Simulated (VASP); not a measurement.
# SrCl2 (R3m) in VASP: a series of runs, part 2 of 2

VASP 6.6.1. Earlier steps stand in the parts before.

## (4) Single point, PBE

The input, INCAR:

```
SYSTEM = SrCl2
PREC = Accurate
ENCUT = 520
EDIFF = 1E-7
ISMEAR = 0
SIGMA = 0.01
LREAL = .FALSE.
LASPH = .TRUE.
NELM = 80
ALGO = Normal
ISIF = 2
LWAVE = .FALSE.
LCHARG = .TRUE.
GGA = PE
LELF = .TRUE.
LVHAR = .TRUE.
NBANDS = 19
```

The input, KPOINTS:

```
Automatic mesh
0
G
  6 6 6
  0 0 0
```

The input, POSCAR:

```
SrCl2
1.0
    2.0857437711      1.2042047277      6.1350482906
   -2.0857437711      1.2042047277      6.1350482906
    0.0000000000     -2.4084094554      6.1350482906
Sr Cl
1 2
Direct
    0.0002014277      0.0002014277      0.0002014277
    0.4227725669      0.4227725669      0.4227725669
    0.2436926721      0.2436926721      0.2436926721
```

Potentials or basis: VASP PAW PBE potentials, release 64 (Sr_sv, Cl).

Launch:

```sh
$ cat potpaw_PBE.64/Sr_sv/POTCAR potpaw_PBE.64/Cl/POTCAR > POTCAR
$ mpirun -np 1 vasp_std > vasp.out
```

OUTCAR:

```text
SYSTEM = SrCl2
   PREC = Accurate
   ENCUT = 520
   EDIFF = 1E-7
   ISMEAR = 0
   LREAL = .FALSE.
   LASPH = .TRUE.
   NELM = 80
   ISIF = 2
   GGA = PE

 ion  position               nearest neighbor table
   1  0.000  0.000  0.000-   2 2.92   2 2.92   2 2.92   3 2.92   3 2.92   3 2.92
   2  0.423  0.423  0.423-   1 2.92   1 2.92   1 2.92
   3  0.244  0.244  0.244-   1 2.92   1 2.92   1 2.92

  LATTYP: Found a trigonal (rhomboedric) cell.
 ALAT       =     6.5908462001
 COS(alpha) =     0.7997052567

  Lattice vectors:

 A1 = (   2.0857437711,   1.2042047277,   6.1350482906)
 A2 = (  -2.0857437711,   1.2042047277,   6.1350482906)
 A3 = (   0.0000000000,  -2.4084094554,   6.1350482906)

Analysis of symmetry for initial positions (statically):
=====================================================================
 Subroutine PRICEL returns:
 Original cell was already a primitive cell.

 Routine SETGRP: Setting up the symmetry group for a
 trigonal (rhombohedral) supercell.

 Subroutine GETGRP returns: Found  6 space group operations
 (whereof  6 operations were pure point group operations)
 out of a pool of 12 trial point group operations.

The static configuration has the point symmetry C_3v.

Analysis of symmetry for dynamics (positions and initial velocities):
=====================================================================
 Subroutine PRICEL returns:
 Original cell was already a primitive cell.

 Routine SETGRP: Setting up the symmetry group for a
 trigonal (rhombohedral) supercell.

 Subroutine GETGRP returns: Found  6 space group operations
 (whereof  6 operations were pure point group operations)
 out of a pool of 12 trial point group operations.

The dynamic configuration has the point symmetry C_3v.

 Subroutine INISYM returns: Found  6 space group operations
 (whereof  6 operations are pure point group operations),
 and found     1 'primitive' translations

----------------------------------------------------------------------------------------

[... 109 lines left out ...]
   ISMEAR =     0;   SIGMA  =   0.01  broadening in eV -4-tet -1-fermi 0-gaus
   EFERMI_NEDOS =   21; number of points for ismear=-14 and -15
   IALGO  =     38    algorithm
   IMIX   =      4    mixing-type and parameters
     AMIX     =   0.40;   BMIX     =  1.00
     AMIX_MAG =   1.60;   BMIX_MAG =  1.00
  volume/ion in A,a.u.               =      30.82       207.97
  Fermi-wavevector in a.u.,A,eV,Ry     =   1.044324  1.973485 14.838673  1.090612
  Thomas-Fermi vector in A             =   2.179071
   LORBIT       =      0    0 simple, 1 ext, 2 COOP (PROOUT), +10 PAW based schemes
   GGA     = PE    functional components
   LHFCALC =     F    Hartree Fock is set to
   AEXX    =    0.0000 exact exchange contribution
   IVDW    =     0    specifies the selected vdW correction
   LEPSILON=     F    determine dielectric tensor
   LRPA    =     F    only Hartree local field effects (RPA)
 non-spin polarized calculation
 Gauss-broadening in eV      SIGMA  =   0.01
  energy-cutoff  :      520.00
  volume of cell :       92.46
 maximum number of plane-waves:      2531
 NGX is ok and might be reduce to    50
   NGX = 25   NGY = 25   NGZ = 25

 number of electron      23.9999999 magnetization

 Free energy of the ion-electron system (eV)
  ---------------------------------------------------
  ext. energy  EPLUGINS =         0.00000000
  ---------------------------------------------------
  free energy    TOTEN  =       -12.16506383 eV

  energy without entropy =      -12.16506383  energy(sigma->0) =      -12.16506383

 E-fermi :  -0.0992     XC(G=0):  -7.8896

 val. band max:       -0.2261307478   @ k =   0.0000   0.0000   0.0000
 cond. band min:       4.1254788672   @ k =   0.0000   0.0000   0.0000
 fundamental gap:      4.3516096150
 Fermi energy:        -0.0992174591

 k-point     1 :       0.0000    0.0000    0.0000
  band No.  band energies     occupation
      1     -33.5290      2.00000
      2     -15.7508      2.00000
      3     -15.5041      2.00000
      4     -15.5041      2.00000
      5     -13.5524      2.00000
      6     -12.7265      2.00000
[... 505 lines left out ...]
      6     -12.9617      2.00000
[... 11 lines left out ...]
     18       8.3153      0.00000
     19       9.5807      0.00000

 [... further k-points ...]
[... 5 lines left out ...]
  --------------------------------------------------------------------------------------
  -------------------------------------------------------------------------------------
  Total        0.7622833      0.7622833      0.7290355      0.0000000      0.0000000      0.0000000
  in kB       13.2098070     13.2098070     12.6336465      0.0000000      0.0000000      0.0000000
  external PRESSURE =      13.0177535 kB  Pullay stress =       0.0000000 kB

 VOLUME and BASIS-vectors are now :
 -----------------------------------------------------------------------------
  energy-cutoff  :      520.00
  volume of cell :       92.46
      direct lattice vectors                 reciprocal lattice vectors
     2.085743771  1.204204728  6.135048291     0.239722638  0.138403930  0.054332634
    -2.085743771  1.204204728  6.135048291    -0.239722638  0.138403930  0.054332634
     0.000000000 -2.408409455  6.135048291     0.000000000 -0.276807860  0.054332634

 POSITION                                       TOTAL-FORCE (eV/Angst)
 -----------------------------------------------------------------------------------
      0.00000      0.00000      0.00371         0.000000      0.000000     -0.003638
      0.00000      0.00000      7.78119         0.000000      0.000000     -0.000138
      0.00000      0.00000      4.48520         0.000000     -0.000000      0.003776
 -----------------------------------------------------------------------------------
    total drift:                               -0.000000      0.000000     -0.000071

  FREE ENERGIE OF THE ION-ELECTRON SYSTEM (eV)
  ---------------------------------------------------
  free  energy   TOTEN  =       -12.1650638298 eV

  energy  without entropy=      -12.1650638298  energy(sigma->0) =      -12.16506383
```

OSZICAR:

```text
N       E                     dE             d eps       ncg     rms          rms(c)
DAV:   1     0.142247616712E+03    0.14225E+03   -0.11187E+04  1216   0.111E+03
DAV:   2    -0.274218486268E+01   -0.14499E+03   -0.14091E+03  1600   0.220E+02
DAV:   3    -0.122637341260E+02   -0.95215E+01   -0.94875E+01  1677   0.561E+01
DAV:   4    -0.125740498596E+02   -0.31032E+00   -0.30991E+00  1967   0.865E+00
DAV:   5    -0.125779444697E+02   -0.38946E-02   -0.38943E-02  1714   0.874E-01    0.150E+01
DAV:   6    -0.121609302063E+02    0.41701E+00   -0.81958E-01  1429   0.483E+00    0.962E+00
DAV:   7    -0.121642989592E+02   -0.33688E-02   -0.56984E-01  1619   0.429E+00    0.194E+00
DAV:   8    -0.121625692130E+02    0.17297E-02   -0.86733E-02  1389   0.158E+00    0.668E-01
DAV:   9    -0.121633514133E+02   -0.78220E-03   -0.28363E-03  1515   0.335E-01    0.266E-01
DAV:  10    -0.121647579039E+02   -0.14065E-02   -0.10179E-03  1294   0.185E-01    0.462E-02
DAV:  11    -0.121649871028E+02   -0.22920E-03   -0.12823E-04  1459   0.643E-02    0.290E-02
DAV:  12    -0.121650457911E+02   -0.58688E-04   -0.35510E-05  1306   0.337E-02    0.996E-03
DAV:  13    -0.121650632725E+02   -0.17481E-04   -0.22147E-05  1342   0.254E-02    0.435E-03
DAV:  14    -0.121650636744E+02   -0.40198E-06   -0.98660E-07  1621   0.562E-03    0.205E-03
DAV:  15    -0.121650638361E+02   -0.16169E-06   -0.20193E-07  1372   0.252E-03    0.108E-03
DAV:  16    -0.121650638298E+02    0.63392E-08   -0.22608E-08  1181   0.930E-04
   1 F= -.12165064E+02 E0= -.12165064E+02  d E =-.291900E-74
```

stdout:

```text
POSCAR found type information on POSCAR SrCl
 POSCAR found :  2 types and       3 ions
 scaLAPACK will be used
 LDA part: xc-table for (Slater+PW92), standard interpolation
 POSCAR, INCAR and KPOINTS ok, starting setup
 FFT: planning ... GRIDC
 FFT: planning ... GRID_SOFT
 FFT: planning ... GRID
 WAVECAR not read
 entering main loop
```

Run time: 95 s. Hardware: 1 thread of Intel Xeon Platinum 8488C (Sapphire Rapids), shared host; peak memory 0.36 GiB.

Results:

* Free energy: -12.1651 eV
* Pressure: 1.3 GPa
* Largest force: 0.004 eV/Å
* Band gap on the k mesh: 4.35 eV, direct

Forces in eV/Å, atoms in the order of the input:
```
Sr   0.000  0.000 -0.004
Cl   0.000  0.000  0.000
Cl   0.000  0.000  0.004
```

Levels at points of the mesh, in eV from the valence-band top:
```
           k point  band 8  band 9  band 10  band 11  band 12  band 13  band 14  band 15  band 16  band 17
(0.00, 0.00, 0.00)   -1.20   -1.20    -1.08    -1.08     0.00     4.35     6.23     6.48     6.48     6.99
(0.50, 0.00, 0.00)   -2.05   -1.48    -1.41    -1.01    -0.35     4.59     6.84     7.49     8.07     8.13
(0.50, 0.50, 0.00)   -1.94   -1.46    -1.29    -1.21    -0.65     4.50     6.82     7.49     7.98     8.29
(0.50, 0.50, 0.50)   -1.33   -1.33    -1.04    -0.93    -0.93     5.15     5.87     6.35     6.35     7.03
```

## (5) Single point, r2SCAN

POSCAR is that of step 4.

The input, INCAR.step1:

```
SYSTEM = SrCl2
PREC = Accurate
ENCUT = 520
ISMEAR = 0
SIGMA = 0.01
LREAL = .FALSE.
LASPH = .TRUE.
NELM = 100
NBANDS = 19
GGA = PE
ALGO = Normal
EDIFF = 1E-4
LWAVE = .TRUE.
LCHARG = .FALSE.
```

The input, INCAR.step2:

```
SYSTEM = SrCl2
PREC = Accurate
ENCUT = 520
EDIFF = 1E-7
ISMEAR = 0
SIGMA = 0.01
LREAL = .FALSE.
LASPH = .TRUE.
NELM = 100
ALGO = Normal
ISIF = 2
LWAVE = .FALSE.
LCHARG = .TRUE.
METAGGA = R2SCAN
LMIXTAU = .TRUE.
LELF = .TRUE.
LVHAR = .TRUE.
NBANDS = 19
ISTART = 1
```

KPOINTS is that of step 4.

Launch:

```sh
$ cat potpaw_PBE.64/Sr_sv/POTCAR potpaw_PBE.64/Cl/POTCAR > POTCAR
$ cp INCAR.step1 INCAR
$ mpirun -np 1 vasp_std > vasp.out
$ cp INCAR.step2 INCAR
$ mpirun -np 1 vasp_std > vasp.out
```

It took 5.2 min on 1 thread of Intel Xeon Platinum 8488C (Sapphire Rapids), shared host; peak memory 0.41 GiB.

Results (log left out):

- Free energy: -34.9737 eV
- Pressure: 0.7 GPa
- Largest force: 0.008 eV/Å
- Band gap on the k mesh: 4.88 eV, direct

Forces on the atoms (eV/Å):
```
Sr   0.000  0.000 -0.001
Cl   0.000  0.000  0.008
Cl   0.000  0.000 -0.007
```

Levels at points of the mesh, in eV from the valence-band top:
```
           k point  band 9  band 10  band 11  band 12  band 13  band 14  band 15  band 16
(0.00, 0.00, 0.00)   -1.23    -1.11    -1.11     0.00     4.88     6.79     7.07     7.07
(0.50, 0.00, 0.00)   -1.51    -1.45    -1.05    -0.35     5.00     7.43     8.10     8.72
(0.50, 0.50, 0.00)   -1.49    -1.33    -1.23    -0.66     4.91     7.45     8.08     8.63
(0.50, 0.50, 0.50)   -1.37    -1.05    -0.96    -0.96     5.63     6.43     6.94     6.94
```

Caveat: the PAW data sets were made with another functional, which shifts forces and pressure a little. r2SCAN opens gaps a little over a GGA but as a rule still falls short of measured ones.

## (6) Summary

| level | k mesh | gap on the mesh (eV) | pressure (GPa) |
| --- | --- | --- | --- |
| PBE | 4 × 4 × 4 | 4.35 | 1.3 |
| PBE | 6 × 6 × 6 | 4.35 | 1.3 |
| r2SCAN | 6 × 6 × 6 | 4.88 | 0.7 |

Alike in all rows: task single point; potentials or basis VASP PAW PBE potentials, release 64 (Sr_sv, Cl); no spin polarisation; cell as given; cutoff (eV) 520; smearing gaussian 0.01 eV.

Caveats: some runs use coarse meshes; the PAW data sets were made with another functional, which shifts forces and pressure a little (some runs).

Absolute energies hang on the potentials; compare differences alone.
